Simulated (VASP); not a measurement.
Write the native input for VASP 6.6.1 that does the following.

- Task: single point
- Functional: PBE
- Potentials or basis: VASP PAW PBE potentials, release 64 (Cd, Hg, Se)
- Cutoff: 520 eV
- k mesh: 8 × 8 × 4
- Occupations: gaussian, width 0.02 eV
- Spin: no spin polarisation
- Dipole correction: no
- Further INCAR settings: ALGO = Normal; EDIFF = 1e-07; NBANDS = 36

The structure of Cd2HgSe3 lies in POSCAR:

```
Cd2HgSe3
1.0
    3.8563129692     -2.1644169847     -0.0251833616
    3.8563129692      2.1644169847     -0.0251833616
   -1.0871182144      0.0000000000     10.0766501968
Cd Hg Se
2 1 3
Direct
    0.4093768480      0.0015347086      0.3369843386
    0.9984652914      0.5906231520      0.6630156614
    0.6892649042      0.3107350958      0.0000000000
    0.4597101181      0.0363864211      0.8185603861
    0.4795692594      0.5204307406      0.5000000000
    0.9636135789      0.5402898819      0.1814396139
```

The input as run:

INCAR

```
SYSTEM = Cd2HgSe3
PREC = Accurate
ENCUT = 520
EDIFF = 1E-7
ISMEAR = 0
SIGMA = 0.02
LREAL = .FALSE.
LASPH = .TRUE.
NELM = 100
ALGO = Normal
ISIF = 2
LWAVE = .FALSE.
LCHARG = .FALSE.
GGA = PE
NBANDS = 36
```

KPOINTS

```
Automatic mesh
0
G
  8 8 4
  0 0 0
```

Potentials or basis: VASP PAW PBE potentials, release 64 (Cd, Hg, Se).

Command:

```bash
$ cat potpaw_PBE.64/Cd/POTCAR potpaw_PBE.64/Hg/POTCAR potpaw_PBE.64/Se/POTCAR > POTCAR
$ mpirun -np 1 vasp_std > vasp.out
```

It gave:

The pressure is -0.5 GPa, the largest force is 0.051 eV/Å and the band gap on the k mesh is 0.67 eV (least direct gap 0.75 eV).

Caveat: spin-orbit coupling is left out, which moves the levels of the heavy elements.

It took 7.3 min on 1 thread of Intel(R) Xeon(R) Platinum 8488C (Sapphire Rapids) (shared host), peak memory 0.6 GiB.
